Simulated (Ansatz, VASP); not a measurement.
## Nb: VASP beside Ansatz

The input INCAR:

```
PREC = Accurate ; ENCUT = 520
EDIFF = 1E-6 ; ISMEAR = 0
SIGMA = 0.15 ; LREAL = F
LASPH = T ; NELM = 100
ALGO = Fast ; ISIF = 2
LWAVE = F ; LCHARG = F
GGA = PE ; NBANDS = 12
```

Contents of KPOINTS:

```
regular mesh
0
Gamma
  20 20 20
```

The input POSCAR:

```
Nb
1.0
   -1.7471475000      1.7471475000      1.7055487500
    1.7471475000     -1.7471475000      1.7055487500
    1.7471475000      1.7471475000     -1.7055487500
Nb
1
Direct
    0.0000000000      0.0000000000      0.0000000000
```

Input for Ansatz:

```yaml
crystal:
  lattice:
    - [-1.7471475, 1.7471475, 1.70554875]
    - [1.7471475, -1.7471475, 1.70554875]
    - [1.7471475, 1.7471475, -1.70554875]
  atoms:
    - { symbol: Nb, position: [0.0, 0.0, 0.0] }
basis:
  ecutwfc: 420
kpoints:
  mp_grid: { grid: [20, 20, 20] }
hamiltonian:
  xc: pbe
scf:
  occupations: { method: gaussian, width: 0.15 }
output:
  forces: true
  stress: true
  eigenvalues: true
```

Change from the starting cell: strain +0.050 along x and y, +0.025 along z, atoms carried along.

Alike in both runs: task single point; functional PBE; k mesh 20 × 20 × 20; occupations gaussian, width 0.15 eV; no spin polarisation.

|  | VASP | Ansatz |
| --- | --- | --- |
| version | VASP 6.6.1 | Ansatz 0.2.0 |
| potentials or method | VASP PAW PBE potentials, release 64 (Nb_sv), cutoff 520 eV | scalar-relativistic, plane waves, PAW |
| valence electrons in the cell | 13 | 13 |

Ansatz gave:

* gap on the k mesh at the Fermi level (eV): none
* pressure (GPa): -18.0
* traceless stress, the component that is largest in VASP (GPa): 1.14

**Question.** What did VASP give for the same quantities?

**Answer.** gap on the k mesh at the Fermi level (eV): none; pressure (GPa): -18.2; traceless stress, the component that is largest in VASP (GPa): 1.14.

A gap of «none» marks a metal or a gap that the smearing closes.
